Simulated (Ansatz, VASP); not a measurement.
**Two plane-wave programs on BN**

```xyz
2
Lattice="1.3012 0.7512 3.5079 -1.3012 0.7512 3.5079 0.0000 -1.5025 3.5079" Properties=species:S:1:pos:R:3 pbc="T T T"
B     0.0000    0.0000   10.5201
N     0.0000    0.0000    3.5018
```

Change from the starting cell: strain +0.040 along x and y, +0.040 along z, atoms carried along.

Alike in both runs: task single point; functional PBE; dispersion D3(BJ); k mesh 12 × 12 × 12; occupations gaussian, width 0.05 eV; no spin polarisation.

```csv
,VASP,Ansatz
version,VASP 6.6.1,Ansatz 0.2.0
potentials or method,"VASP PAW PBE potentials, release 64 (B, N), cutoff 520 eV","scalar-relativistic, plane waves, PAW"
valence electrons in the cell,8,8
```

VASP gave:

```
gap on the k mesh at the Fermi level (eV)                     : 4.12
least direct gap on the mesh (eV)                             : 4.39
pressure (GPa)                                                : -21.9
traceless stress, the component that is largest in VASP (GPa) : 20.76
rms of the force components (eV/Å)                            : 0.006
```

Task: What did Ansatz give for the same quantities?

Result: gap on the k mesh at the Fermi level (eV): 4.12; least direct gap on the mesh (eV): 4.39; pressure (GPa): -21.9; traceless stress, the component that is largest in VASP (GPa): 20.92; rms of the force components (eV/Å): 0.006.

Atom by atom the forces differ by 0.000 eV/Å (rms over components).
